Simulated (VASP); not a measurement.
# PtSe2 (P-3m1) in VASP: further runs

PtSe2 is run at these levels: PBE+D3(BJ); tasks: single point.

Everything below comes from runs of VASP 6.6.1. Logs are shortened: lines on timing, memory, paths and dates and some standing lists are left out, and cuts for length are marked.

## 1. The cell of the first run

It takes space group P-3m1 (No. 164, trigonal). Conventional cell: a = 3.878 Å, b = 3.878 Å, c = 4.561 Å, α = 90.00°, β = 90.00°, γ = 120.00°. Within 3.4 Å of Pt (site symmetry -3m) lie 6 Se at 2.55 Å. Se (site symmetry 3m) has 3 Pt at 2.55 Å and 6 Se at 3.10 to 3.30 Å within 3.4 Å.

## 2. Single point, PBE+D3(BJ) (c/a of the conventional cell at fixed volume 1.1762)

The input, INCAR:

```
SYSTEM = PtSe2
ALGO = Normal
EDIFF = 1E-6
ENCUT = 520
GGA = PE
ISIF = 2
ISMEAR = 0
IVDW = 12
LASPH = .TRUE.
LCHARG = .FALSE.
LREAL = .FALSE.
LWAVE = .FALSE.
NBANDS = 18
NELM = 60
PREC = Accurate
SIGMA = 0.15
```

The input, KPOINTS:

```
k-points
0
G
  12 12 8
  0 0 0
```

The input, POSCAR:

```
PtSe2
1.0
    3.8778354291      0.0000000000      0.0000000000
   -1.9389177145      3.3583039933      0.0000000000
    0.0000000000      0.0000000000      4.5611100317
Pt Se
1 2
Direct
    0.0000000000      0.0000000000      0.0000000000
    0.3333333333      0.6666666667      0.2655211092
    0.6666666667      0.3333333333      0.7344788908
```

Potentials or basis: VASP PAW PBE potentials, release 64 (Pt, Se).

Started as:

```sh
$ cat potpaw_PBE.64/Pt/POTCAR potpaw_PBE.64/Se/POTCAR > POTCAR
$ mpirun -np 1 vasp_std > vasp.out
```

OUTCAR:

```text
SYSTEM = PtSe2
   EDIFF = 1E-6
   ENCUT = 520
   GGA = PE
   ISIF = 2
   ISMEAR = 0
   IVDW = 12
   LASPH = .TRUE.
   LREAL = .FALSE.
   NELM = 60
   PREC = Accurate
 IVDW          = 12

 ion  position               nearest neighbor table
   1  0.000  0.000  0.000-   2 2.55   3 2.55   2 2.55   3 2.55   3 2.55   2 2.55
   2  0.333  0.667  0.266-   1 2.55   1 2.55   1 2.55
   3  0.667  0.333  0.734-   1 2.55   1 2.55   1 2.55

  LATTYP: Found a hexagonal cell.
 ALAT       =     3.8778354291
 C/A-ratio  =     1.1762000000

  Lattice vectors:

 A1 = (   3.8778354291,   0.0000000000,   0.0000000000)
 A2 = (  -1.9389177145,   3.3583039933,   0.0000000000)
 A3 = (   0.0000000000,   0.0000000000,   4.5611100317)

Analysis of symmetry for initial positions (statically):
=====================================================================
 Subroutine PRICEL returns:
 Original cell was already a primitive cell.

 Routine SETGRP: Setting up the symmetry group for a
 hexagonal supercell.

 Subroutine GETGRP returns: Found 12 space group operations
 (whereof 12 operations were pure point group operations)
 out of a pool of 24 trial point group operations.

The static configuration has the point symmetry D_3d.

Analysis of symmetry for dynamics (positions and initial velocities):
=====================================================================
 Subroutine PRICEL returns:
 Original cell was already a primitive cell.

 Routine SETGRP: Setting up the symmetry group for a
 hexagonal supercell.

 Subroutine GETGRP returns: Found 12 space group operations
 (whereof 12 operations were pure point group operations)
 out of a pool of 24 trial point group operations.

The dynamic configuration has the point symmetry D_3d.

 Subroutine INISYM returns: Found 12 space group operations
 (whereof 12 operations are pure point group operations),
 and found     1 'primitive' translations

----------------------------------------------------------------------------------------

                                     Primitive cell

  volume of cell :      59.3991

  direct lattice vectors                    reciprocal lattice vectors
     3.877835429  0.000000000  0.000000000     0.257875822  0.148884675  0.000000000
    -1.938917715  3.358303993  0.000000000     0.000000000  0.297769351  0.000000000
     0.000000000  0.000000000  4.561110032     0.000000000  0.000000000  0.219244875

  length of vectors
     3.877835429  3.877835429  4.561110032     0.297769351  0.297769351  0.219244875

  position of ions in fractional coordinates (direct lattice)
     0.000000000  0.000000000  0.000000000
     0.333333333  0.666666667  0.265521109
     0.666666667  0.333333333  0.734478891

  ion indices of the primitive-cell ions
   primitive index   ion index
                 1           1
                 2           2
                 3           3

----------------------------------------------------------------------------------------

 KPOINTS: k-points

Automatic generation of k-mesh.
 Grid dimensions read from file:
 generate k-points for:   12   12    8

 Generating k-lattice:

  Cartesian coordinates                     Fractional coordinates (reciprocal lattice)
     0.021489652  0.012407056  0.000000000     0.083333333  0.000000000  0.000000000
     0.000000000  0.024814113  0.000000000     0.000000000  0.083333333  0.000000000
     0.000000000  0.000000000  0.027405609     0.000000000  0.000000000  0.125000000

  Length of vectors
     0.024814113  0.024814113  0.027405609

  Shift w.r.t. Gamma in fractional coordinates (k-lattice)
     0.000000000  0.000000000  0.000000000

 Subroutine IBZKPT returns following result:
 ===========================================

 Found    131 irreducible k-points:

 Following reciprocal coordinates:
            Coordinates               Weight
  0.000000  0.000000  0.000000      1.000000
  0.083333 -0.000000  0.000000      6.000000
  0.166667 -0.000000  0.000000      6.000000
  0.250000 -0.000000  0.000000      6.000000
  0.333333 -0.000000  0.000000      6.000000
  0.416667 -0.000000  0.000000      6.000000
[... 16 lines left out ...]
  0.166667 -0.000000  0.125000      6.000000
  0.000000  0.166667  0.125000      6.000000
 [... further k-points ...]
   k-points           NKPTS =    131   k-points in BZ     NKDIM =    131   number of bands    NBANDS=     18
   number of dos      NEDOS =    301   number of ions     NIONS =      3
   total plane-waves  NPLWV =  32400
   dimension x,y,z NGX =    30 NGY =   30 NGZ =   36
   dimension x,y,z NGXF=    60 NGYF=   60 NGZF=   72
   ions per type =               1   2
   NGX,Y,Z   is equivalent  to a cutoff of  12.86, 12.86, 13.12 a.u.
   NGXF,Y,Z  is equivalent  to a cutoff of  25.72, 25.72, 26.24 a.u.
 SYSTEM =  PtSe2
   PREC   = accura    normal or accurate (medium, high low for compatibility)
   ISTART =      0    job   : 0-new  1-cont  2-samecut
   ICHARG =      2    charge: 1-file 2-atom 10-const
   ISPIN  =      1    spin polarized calculation?
   LNONCOLLINEAR =      F non collinear calculations
   LSORBIT =      F    spin-orbit coupling
   LASPH  =      T    aspherical Exc in radial PAW
   ENCUT  =  520.0 eV  38.22 Ry    6.18 a.u.   7.21  7.21  8.48*2*pi/ulx,y,z
   NELM   =     60;   NELMIN=  2; NELMDL= -5     # of ELM steps
   EDIFF  = 0.1E-05   stopping-criterion for ELM
   LREAL  =      F    real-space projection
   EDIFFG = 0.1E-04   stopping-criterion for IOM
   NSW    =      0    number of steps for IOM
   IBRION =     -1    ionic relax: 0-MD 1-quasi-New 2-CG
   NFREE  =      0    steps in history (QN), initial steepest desc. (CG)
   ISIF   =      2    stress and relaxation
   ISYM   =      2    0-nonsym 1-usesym 2-fastsym
   POTIM  = 0.5000    time-step for ionic-motion
   TEBEG  =    0.0;   TEEND  =   0.0 temperature during run
   PSTRESS=    0.0 pullay stress
   NELECT =      22.0000    total number of electrons
   NUPDOWN=      -1.0000    fix difference up-down
   EMIN   =  10.00;   EMAX   =-10.00  energy-range for DOS
   EFERMI =   0.00;   METHOD = LEGACY
   ISMEAR =     0;   SIGMA  =   0.15  broadening in eV -4-tet -1-fermi 0-gaus
   EFERMI_NEDOS =   21; number of points for ismear=-14 and -15
   IALGO  =     38    algorithm
   IMIX   =      4    mixing-type and parameters
     AMIX     =   0.40;   BMIX     =  1.00
     AMIX_MAG =   1.60;   BMIX_MAG =  1.00
  volume/ion in A,a.u.               =      19.80       133.61
  Fermi-wavevector in a.u.,A,eV,Ry     =   1.175680  2.221713 18.806288  1.382223
  Thomas-Fermi vector in A             =   2.312056
   LORBIT       =      0    0 simple, 1 ext, 2 COOP (PROOUT), +10 PAW based schemes
   GGA     = PE    functional components
   LHFCALC =     F    Hartree Fock is set to
   AEXX    =    0.0000 exact exchange contribution
   IVDW    =    12    specifies the selected vdW correction
   LEPSILON=     F    determine dielectric tensor
   LRPA    =     F    only Hartree local field effects (RPA)
 non-spin polarized calculation
 Gauss-broadening in eV      SIGMA  =   0.15
  energy-cutoff  :      520.00
  volume of cell :       59.40
 maximum number of plane-waves:      1616
 NGX is ok and might be reduce to    30
   NGX = 15   NGY = 15   NGZ = 17

 number of electron      21.9999998 magnetization

 Free energy of the ion-electron system (eV)
  ---------------------------------------------------
  ext. energy  EPLUGINS =         0.00000000
  ---------------------------------------------------
  free energy    TOTEN  =       -14.13903426 eV

  energy without entropy =      -14.13026312  energy(sigma->0) =      -14.13464869

 E-fermi :   6.6082     XC(G=0): -10.8519

 val. band max:        6.6042053970   @ k =  -0.1667   0.5000   0.1250
 cond. band min:       6.6161033348   @ k =   0.1667   0.1667   0.5000
 fundamental gap:      0.0118979379
 Fermi energy:         6.6081999921

 k-point     1 :       0.0000    0.0000    0.0000
  band No.  band energies     occupation
      1      -8.9926      2.00000
      2      -5.5866      2.00000
      3      -0.1206      2.00000
      4       0.4013      2.00000
      5       0.4013      2.00000
      6       3.0291      2.00000
[... 10 lines left out ...]
     17      13.7626      0.00000
     18      18.0303      0.00000

 k-point     2 :       0.0833   -0.0000    0.0000
  band No.  band energies     occupation
      1      -8.9220      2.00000
      2      -5.6492      2.00000
      3      -0.0332      2.00000
      4       0.4516      2.00000
      5       0.5052      2.00000
      6       2.9337      2.00000
[... 10 lines left out ...]
     17      13.9599      0.00000
     18      17.1631      0.00000

 k-point     3 :       0.1667   -0.0000    0.0000
  band No.  band energies     occupation
      1      -8.7166      2.00000
      2      -5.8197      2.00000
      3       0.2148      2.00000
      4       0.5969      2.00000
      5       0.7927      2.00000
      6       2.5347      2.00000
[... 10 lines left out ...]
     17      14.4576      0.00000
     18      16.0207      0.00000

 k-point     4 :       0.2500   -0.0000    0.0000
  band No.  band energies     occupation
      1      -8.3957      2.00000
      2      -6.0618      2.00000
      3       0.5712      2.00000
      4       0.8175      2.00000
      5       1.1336      2.00000
      6       1.8335      2.00000
[... 375 lines left out ...]
      4       0.4418      2.00000
      5       0.6712      2.00000
      6       2.8608      2.00000
[... 10 lines left out ...]
     17      14.1991      0.00000
     18      16.4646      0.00000

 k-point    23 :       0.1667   -0.0000    0.1250
  band No.  band energies     occupation
      1      -8.6325      2.00000
      2      -5.9951      2.00000
      3       0.2192      2.00000
      4       0.6783      2.00000
      5       0.9549      2.00000
      6       2.6556      2.00000
[... 10 lines left out ...]
     17      13.6960      0.00000
     18      15.2184      0.00000

 k-point    24 :       0.0000    0.1667    0.1250
  band No.  band energies     occupation
      1      -8.6406      2.00000
      2      -5.9627      2.00000
      3       0.0781      2.00000
      4       0.5505      2.00000
      5       1.1374      2.00000
      6       2.3008      2.00000
[... 10 lines left out ...]
     17      15.0559      0.00000
     18      15.4625      0.00000

 [... further k-points ...]

------------------------ aborting loop because EDIFF is reached ----------------------------------------

 Edisp (eV)   -1.47162

 E8    (eV) :    -0.6326

  FORCE on cell =-STRESS in cart. coord.  units (eV):
  Direction    XX          YY          ZZ          XY          YZ          ZX
  --------------------------------------------------------------------------------------
  -------------------------------------------------------------------------------------
  Total      -1.59024    -1.59024     0.54978    -0.00000     0.00000    -0.00000
  in kB     -42.89367   -42.89367    14.82936    -0.00000     0.00000    -0.00000
  external pressure =      -23.65 kB  Pullay stress =        0.00 kB

 VOLUME and BASIS-vectors are now :
 -----------------------------------------------------------------------------
  energy-cutoff  :      520.00
  volume of cell :       59.40
      direct lattice vectors                 reciprocal lattice vectors
     3.877835429  0.000000000  0.000000000     0.257875822  0.148884675  0.000000000
    -1.938917715  3.358303993  0.000000000     0.000000000  0.297769351  0.000000000
     0.000000000  0.000000000  4.561110032     0.000000000  0.000000000  0.219244875

 POSITION                                       TOTAL-FORCE (eV/Angst)
 -----------------------------------------------------------------------------------
      0.00000      0.00000      0.00000         0.000000      0.000000      0.000000
     -0.00000      2.23887      1.21107        -0.000000      0.000000      0.043694
      1.93892      1.11943      3.35004         0.000000     -0.000000     -0.043694
 -----------------------------------------------------------------------------------
    total drift:                                0.000000     -0.000000      0.000000

  FREE ENERGIE OF THE ION-ELECTRON SYSTEM (eV)
  ---------------------------------------------------
  free  energy   TOTEN  =       -15.6106555928 eV

  energy  without entropy=      -15.6018844531  energy(sigma->0) =      -15.60627002
```

Wall time 91 s (1 thread of AMD EPYC 7R43 (Zen 3), shared host); peak memory 0.25 GiB.

What came out:

| Quantity | Value |
| --- | --- |
| Free energy | -15.6107 eV |
| Pressure | -2.4 GPa |
| Largest force | 0.044 eV/Å |
| Band gap on the k mesh | zero (band 11 reaches 7.53 eV, above the bottom of band 12 at 6.54 eV) |
| Dispersion energy per atom | -0.491 eV |

Forces in eV/Å, atoms in the order of the input:
```
Pt   0.000  0.000  0.000
Se   0.000  0.000  0.044
Se   0.000  0.000 -0.044
```

Levels at points of the mesh, in eV from the Fermi level:
```csv
k point,band 9,band 10,band 11,band 12,band 13,band 14
"(0.00, 0.00, 0.00)",-1.07,-1.07,0.92,0.92,0.96,3.17
"(0.50, 0.00, 0.00)",-3.22,-3.17,-2.78,0.50,2.67,4.93
"(0.00, 0.00, 0.50)",-1.89,-1.89,-1.66,2.37,2.37,5.20
"(0.50, 0.00, 0.50)",-2.85,-2.67,-0.84,0.57,1.28,5.24
```

Caveat: spin-orbit coupling is left out, which moves the levels of the heavy elements; pairwise dispersion overbinds metals, which lowers pressure and volume.

## 3. Single point, PBE+D3(BJ) (c/a of the conventional cell at fixed volume 1.3808)

The input, INCAR:

```
  ALGO = Normal
  EDIFF = 1E-7
  ENCUT = 520
  GGA = PE
  ISIF = 2
  ISMEAR = 0
  IVDW = 12
  LASPH = True
  LCHARG = False
  LREAL = False
  LWAVE = False
  NBANDS = 18
  NELM = 80
  PREC = Accurate
  SIGMA = 0.15
```

The input, KPOINTS:

```
k-points
0
Gamma
  12 12 8
```

The input, POSCAR:

```
PtSe2
1.0
    3.6759774598      0.0000000000      0.0000000000
   -1.8379887299      3.1834898639      0.0000000000
    0.0000000000      0.0000000000      5.0757896765
Pt Se
1 2
Direct
    0.0000000000      0.0000000000      0.0000000000
    0.3333333333      0.6666666667      0.2655211092
    0.6666666667      0.3333333333      0.7344788908
```

Potentials or basis: VASP PAW PBE potentials, release 64 (Pt, Se).

Started as:

```sh
$ cat potpaw_PBE.64/Pt/POTCAR potpaw_PBE.64/Se/POTCAR > POTCAR
$ mpirun -np 1 vasp_std > vasp.out
```

Wall time 1.9 min (1 thread of AMD EPYC 7R43 (Zen 3), shared host); peak memory 0.26 GiB.

It converged, with:

```
Free energy                : -15.6200 eV
Pressure                   : 2.1 GPa
Largest force              : 0.105 eV/Å
Band gap on the k mesh     : zero (band 11 reaches 7.33 eV, above the bottom of band 12 at 6.68 eV)
Dispersion energy per atom : -0.490 eV
```

Forces on the atoms (eV/Å):
```
Pt   0.000  0.000  0.000
Se   0.000  0.000 -0.105
Se   0.000  0.000  0.105
```

Stress tensor (GPa, compression positive):
```
 3.84  0.00  0.00
 0.00  3.84  0.00
 0.00  0.00 -1.35
```

Levels at points of the mesh, in eV from the Fermi level:
```
           k point  band 7  band 8  band 9  band 10  band 11  band 12  band 13  band 14  band 15  band 16
(0.00, 0.00, 0.00)   -3.86   -2.72   -0.84    -0.84     0.60     1.27     1.27     3.71     4.32     7.54
(0.50, 0.00, 0.00)   -3.96   -3.36   -3.27    -3.24    -2.84     0.55     2.40     5.13     5.87     6.76
(0.00, 0.00, 0.50)   -3.89   -3.14   -1.74    -1.44    -1.44     2.33     2.33     4.98     6.64     7.05
(0.50, 0.00, 0.50)   -3.57   -3.25   -2.97    -2.40    -1.33     0.73     1.68     4.54     4.73     6.88
```

Caveat: spin-orbit coupling is left out, which moves the levels of the heavy elements; pairwise dispersion overbinds metals, which lowers pressure and volume.

(Continued in part 2 of 3.)
